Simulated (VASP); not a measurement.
# ZnInCl4 (P4/mmm) in VASP: relaxation of cell and atoms with PBE

Aim: the relaxation of cell and atoms of ZnInCl4 with PBE.

Program: VASP 6.6.1. These are calculated values, not measurements. Logs are shortened: lines on timing, memory, paths and dates and some standing lists are left out, and cuts for length are marked.

**1. The cell of the first run**

It takes space group P4/mmm (No. 123, tetragonal). The conventional cell has a = 4.611 Å, b = 4.611 Å, c = 6.677 Å, α = 90.00°, β = 90.00°, γ = 90.00°. Zn (site symmetry 4/mmm) has 8 Cl at 2.78 Å within 3.7 Å. In (site symmetry 4/mmm) has 8 Cl at 2.91 Å within 3.8 Å. Cl (site symmetry 2mm) has 2 Zn at 2.78 Å and 2 In at 2.91 Å and 6 Cl at 3.11 to 3.56 Å within 3.7 Å.

**2. Relaxation of cell and atoms, PBE**

INCAR

```
PREC = Accurate
ENCUT = 600
EDIFF = 1E-6
ISMEAR = 0
SIGMA = 0.1
LREAL = False
LASPH = True
NELM = 60
ALGO = Normal
ISIF = 3
LWAVE = False
LCHARG = False
GGA = PE
IBRION = 2
NSW = 100
EDIFFG = -0.01
```

KPOINTS

```
regular mesh
0
Gamma
  8 8 6
```

POSCAR

```
ZnInCl4
1.0
    4.6107183665      0.0000000000      0.0000000000
    0.0000000000      4.6107183665      0.0000000000
    0.0000000000      0.0000000000      6.6769197616
Zn In Cl
1 1 4
Direct
    0.5000000000      0.5000000000      0.5000000000
    0.0000000000      0.0000000000      0.0000000000
    0.5000000000      0.0000000000      0.2668537324
    0.0000000000      0.5000000000      0.7331462676
    0.5000000000      0.0000000000      0.7331462676
    0.0000000000      0.5000000000      0.2668537324
```

Potentials or basis: VASP PAW PBE potentials, release 64 (Zn, In_d, Cl).

The run is started by

```bash
cat potpaw_PBE.64/Zn/POTCAR potpaw_PBE.64/In_d/POTCAR potpaw_PBE.64/Cl/POTCAR > POTCAR
mpirun -np 1 vasp_std > vasp.out
```

OUTCAR:

```text
PREC = Accurate
   ENCUT = 600
   EDIFF = 1E-6
   ISMEAR = 0
   LREAL = False
   LASPH = True
   NELM = 60
   ISIF = 3
   GGA = PE
   IBRION = 2
   NSW = 100
   EDIFFG = -0.01

 ion  position               nearest neighbor table
   1  0.500  0.500  0.500-   3 2.78   4 2.78   5 2.78   6 2.78   3 2.78   5 2.78   4 2.78   6 2.78

   2  0.000  0.000  0.000-   3 2.91   4 2.91   5 2.91   6 2.91   4 2.91   6 2.91   3 2.91   5 2.91

   3  0.500  0.000  0.267-   1 2.78   1 2.78   2 2.91   2 2.91
   4  0.000  0.500  0.733-   1 2.78   1 2.78   2 2.91   2 2.91
   5  0.500  0.000  0.733-   1 2.78   1 2.78   2 2.91   2 2.91
   6  0.000  0.500  0.267-   1 2.78   1 2.78   2 2.91   2 2.91

  LATTYP: Found a simple tetragonal cell.
 ALAT       =     4.6107183665
 C/A-ratio  =     1.4481300376

  Lattice vectors:

 A1 = (   4.6107183665,   0.0000000000,   0.0000000000)
 A2 = (   0.0000000000,   4.6107183665,   0.0000000000)
 A3 = (   0.0000000000,   0.0000000000,   6.6769197616)

Analysis of symmetry for initial positions (statically):
=====================================================================
 Subroutine PRICEL returns:
 Original cell was already a primitive cell.

 Routine SETGRP: Setting up the symmetry group for a
 simple tetragonal supercell.

 Subroutine GETGRP returns: Found 16 space group operations
 (whereof 16 operations were pure point group operations)
 out of a pool of 16 trial point group operations.

The static configuration has the point symmetry D_4h.

Analysis of symmetry for dynamics (positions and initial velocities):
=====================================================================
 Subroutine PRICEL returns:
 Original cell was already a primitive cell.

 Routine SETGRP: Setting up the symmetry group for a
 simple tetragonal supercell.

 Subroutine GETGRP returns: Found 16 space group operations
 (whereof 16 operations were pure point group operations)
 out of a pool of 16 trial point group operations.

The dynamic configuration has the point symmetry D_4h.

 Subroutine INISYM returns: Found 16 space group operations
 (whereof 16 operations are pure point group operations),
 and found     1 'primitive' translations

----------------------------------------------------------------------------------------

                                     Primitive cell

  volume of cell :     141.9428

  direct lattice vectors                    reciprocal lattice vectors
     4.610718367  0.000000000  0.000000000     0.216885943  0.000000000  0.000000000
     0.000000000  4.610718367  0.000000000     0.000000000  0.216885943  0.000000000
     0.000000000  0.000000000  6.676919762     0.000000000  0.000000000  0.149769660

  length of vectors
     4.610718367  4.610718367  6.676919762     0.216885943  0.216885943  0.149769660

  position of ions in fractional coordinates (direct lattice)
     0.500000000  0.500000000  0.500000000
     0.000000000  0.000000000  0.000000000
     0.500000000  0.000000000  0.266853732
     0.000000000  0.500000000  0.733146268
     0.500000000  0.000000000  0.733146268
     0.000000000  0.500000000  0.266853732

  ion indices of the primitive-cell ions
   primitive index   ion index
                 1           1
                 2           2
                 3           3
                 4           4
                 5           5
                 6           6

----------------------------------------------------------------------------------------

 KPOINTS: regular mesh

Automatic generation of k-mesh.
 Grid dimensions read from file:
 generate k-points for:    8    8    6

 Generating k-lattice:

  Cartesian coordinates                     Fractional coordinates (reciprocal lattice)
     0.027110743  0.000000000  0.000000000     0.125000000  0.000000000  0.000000000
     0.000000000  0.027110743  0.000000000     0.000000000  0.125000000  0.000000000
     0.000000000  0.000000000  0.024961610     0.000000000  0.000000000  0.166666667

  Length of vectors
     0.027110743  0.027110743  0.024961610

  Shift w.r.t. Gamma in fractional coordinates (k-lattice)
     0.000000000  0.000000000  0.000000000

 Subroutine IBZKPT returns following result:
 ===========================================

 Found     60 irreducible k-points:

 Following reciprocal coordinates:
            Coordinates               Weight
  0.000000  0.000000  0.000000      1.000000
  0.125000  0.000000  0.000000      4.000000
  0.250000  0.000000  0.000000      4.000000
  0.375000  0.000000  0.000000      4.000000
  0.500000  0.000000  0.000000      2.000000
  0.125000  0.125000  0.000000      4.000000
[... 16 lines left out ...]
  0.375000  0.125000  0.166667     16.000000
  0.500000  0.125000  0.166667      8.000000
 [... further k-points ...]
   k-points           NKPTS =     60   k-points in BZ     NKDIM =     60   number of bands    NBANDS=     31
   number of dos      NEDOS =    301   number of ions     NIONS =      6
   total plane-waves  NPLWV =  86400
   dimension x,y,z NGX =    40 NGY =   40 NGZ =   54
   dimension x,y,z NGXF=    80 NGYF=   80 NGZF=  108
   ions per type =               1   1   4
   NGX,Y,Z   is equivalent  to a cutoff of  14.42, 14.42, 13.45 a.u.
   NGXF,Y,Z  is equivalent  to a cutoff of  28.85, 28.85, 26.89 a.u.
 SYSTEM =  unknown system
   PREC   = accura    normal or accurate (medium, high low for compatibility)
   ISTART =      0    job   : 0-new  1-cont  2-samecut
   ICHARG =      2    charge: 1-file 2-atom 10-const
   ISPIN  =      1    spin polarized calculation?
   LNONCOLLINEAR =      F non collinear calculations
   LSORBIT =      F    spin-orbit coupling
   LASPH  =      T    aspherical Exc in radial PAW
   ENCUT  =  600.0 eV  44.10 Ry    6.64 a.u.   9.21  9.21 13.34*2*pi/ulx,y,z
   NELM   =     60;   NELMIN=  2; NELMDL= -5     # of ELM steps
   EDIFF  = 0.1E-05   stopping-criterion for ELM
   LREAL  =      F    real-space projection
   EDIFFG = -.1E-01   stopping-criterion for IOM
   NSW    =    100    number of steps for IOM
   IBRION =      2    ionic relax: 0-MD 1-quasi-New 2-CG
   NFREE  =      1    steps in history (QN), initial steepest desc. (CG)
   ISIF   =      3    stress and relaxation
   ISYM   =      2    0-nonsym 1-usesym 2-fastsym
   POTIM  = 0.5000    time-step for ionic-motion
   TEBEG  =    0.0;   TEEND  =   0.0 temperature during run
   PSTRESS=    0.0 pullay stress
   NELECT =      53.0000    total number of electrons
   NUPDOWN=      -1.0000    fix difference up-down
   EMIN   =  10.00;   EMAX   =-10.00  energy-range for DOS
   EFERMI =   0.00;   METHOD = LEGACY
   ISMEAR =     0;   SIGMA  =   0.10  broadening in eV -4-tet -1-fermi 0-gaus
   EFERMI_NEDOS =   21; number of points for ismear=-14 and -15
   IALGO  =     38    algorithm
   IMIX   =      4    mixing-type and parameters
     AMIX     =   0.40;   BMIX     =  1.00
     AMIX_MAG =   1.60;   BMIX_MAG =  1.00
  volume/ion in A,a.u.               =      23.66       159.65
  Fermi-wavevector in a.u.,A,eV,Ry     =   1.178860  2.227723 18.908174  1.389712
  Thomas-Fermi vector in A             =   2.315182
   LORBIT       =      0    0 simple, 1 ext, 2 COOP (PROOUT), +10 PAW based schemes
   GGA     = PE    functional components
   LHFCALC =     F    Hartree Fock is set to
   AEXX    =    0.0000 exact exchange contribution
   IVDW    =     0    specifies the selected vdW correction
   LEPSILON=     F    determine dielectric tensor
   LRPA    =     F    only Hartree local field effects (RPA)
 conjugate gradient relaxation of ions
 non-spin polarized calculation
 Gauss-broadening in eV      SIGMA  =   0.10
  energy-cutoff  :      600.00
  volume of cell :      141.94
 maximum number of plane-waves:      4766
 NGX is ok and might be reduce to    40
   NGX = 19   NGY = 19   NGZ = 27

 number of electron      52.9999991 magnetization

 Free energy of the ion-electron system (eV)
  ---------------------------------------------------
  ext. energy  EPLUGINS =         0.00000000
  ---------------------------------------------------
  free energy    TOTEN  =       -14.98464784 eV

  energy without entropy =      -14.97533719  energy(sigma->0) =      -14.97999252

 E-fermi :   3.1686     XC(G=0):  -9.0332

 val. band max:        3.1482943167   @ k =   0.5000   0.1250   0.0000
 cond. band min:       3.2010160365   @ k =   0.1250   0.0000   0.5000
 fundamental gap:      0.0527217198
 Fermi energy:         3.1686129397

 k-point     1 :       0.0000    0.0000    0.0000
  band No.  band energies     occupation
      1     -12.7716      2.00000
      2     -12.1709      2.00000
      3     -11.8991      2.00000
      4     -11.2140      2.00000
      5     -11.1334      2.00000
      6     -11.1334      2.00000
[... 23 lines left out ...]
     30       6.7540      0.00000
     31       6.8112      0.00000

 k-point     2 :       0.1250    0.0000    0.0000
  band No.  band energies     occupation
      1     -12.7299      2.00000
      2     -12.1514      2.00000
      3     -11.9148      2.00000
      4     -11.3417      2.00000
      5     -11.1332      2.00000
      6     -11.1084      2.00000
[... 23 lines left out ...]
     30       6.8501      0.00000
     31       7.0442      0.00000

 k-point     3 :       0.2500    0.0000    0.0000
  band No.  band energies     occupation
      1     -12.6121      2.00000
      2     -12.0961      2.00000
      3     -11.9698      2.00000
      4     -11.5027      2.00000
      5     -11.1327      2.00000
      6     -11.1104      2.00000
[... 703 lines left out ...]
     30       7.9084      0.00000
     31       8.4450      0.00000

 k-point    24 :       0.5000    0.1250    0.1667
  band No.  band energies     occupation
      1     -12.2328      2.00000
      2     -12.2182      2.00000
      3     -11.9354      2.00000
      4     -11.8015      2.00000
      5     -11.1143      2.00000
      6     -11.1060      2.00000
[... 23 lines left out ...]
     30       7.7468      0.00000
     31       8.7744      0.00000

 [... further k-points ...]

------------------------ aborting loop because EDIFF is reached ----------------------------------------

  FORCE on cell =-STRESS in cart. coord.  units (eV):
  Direction    XX          YY          ZZ          XY          YZ          ZX
  --------------------------------------------------------------------------------------
  -------------------------------------------------------------------------------------
  Total        0.0224203      0.0224203     -0.0083646      0.0000000      0.0000000      0.0000000
  in kB        0.2530685      0.2530685     -0.0944150      0.0000000      0.0000000      0.0000000
  external PRESSURE =       0.1372406 kB  Pullay stress =       0.0000000 kB

 VOLUME and BASIS-vectors are now :
 -----------------------------------------------------------------------------
  energy-cutoff  :      600.00
  volume of cell :      141.94
      direct lattice vectors                 reciprocal lattice vectors
     4.610718367  0.000000000  0.000000000     0.216885943  0.000000000  0.000000000
     0.000000000  4.610718367  0.000000000     0.000000000  0.216885943  0.000000000
     0.000000000  0.000000000  6.676919762     0.000000000  0.000000000  0.149769660

 POSITION                                       TOTAL-FORCE (eV/Angst)
 -----------------------------------------------------------------------------------
      2.30536      2.30536      3.33846        -0.000000     -0.000000      0.000000
      0.00000      0.00000      0.00000        -0.000000     -0.000000      0.000000
      2.30536      0.00000      1.78176        -0.000000     -0.000000      0.000354
      0.00000      2.30536      4.89516         0.000000      0.000000     -0.000354
      2.30536      0.00000      4.89516         0.000000      0.000000     -0.000354
      0.00000      2.30536      1.78176        -0.000000     -0.000000      0.000354
 -----------------------------------------------------------------------------------
    total drift:                               -0.000000      0.000000     -0.000000

  FREE ENERGIE OF THE ION-ELECTRON SYSTEM (eV)
  ---------------------------------------------------
  free  energy   TOTEN  =       -14.9846478367 eV

  energy  without entropy=      -14.9753371936  energy(sigma->0) =      -14.97999252

 reached required accuracy - stopping structural energy minimisation
```

Wall time 8 min (1 thread of AMD EPYC 7R13, shared host); peak memory 0.49 GiB.

What came out:

```
Free energy             : -14.9846 eV
Pressure after relaxing : 0.0 GPa
Band gap on the k mesh  : zero (an odd number of electrons rules out a gap without spin polarisation)
```

Final structure:
```
Zn In Cl
1.0
     4.61072    0.00000    0.00000
     0.00000    4.61072    0.00000
     0.00000    0.00000    6.67692
Zn In Cl
1 1 4
Direct
  0.50000 0.50000 0.50000
  0.00000 0.00000 0.00000
  0.50000 0.00000 0.26685
  0.00000 0.50000 0.73315
  0.50000 0.00000 0.73315
  0.00000 0.50000 0.26685
```

Caveat: spin-orbit coupling is left out, which moves the levels of the heavy elements; an odd number of electrons without spin polarisation forces a metal; a magnetic or distorted state may lie lower.

The gap in the log of VASP goes by the Fermi energy; the results here count the filled bands.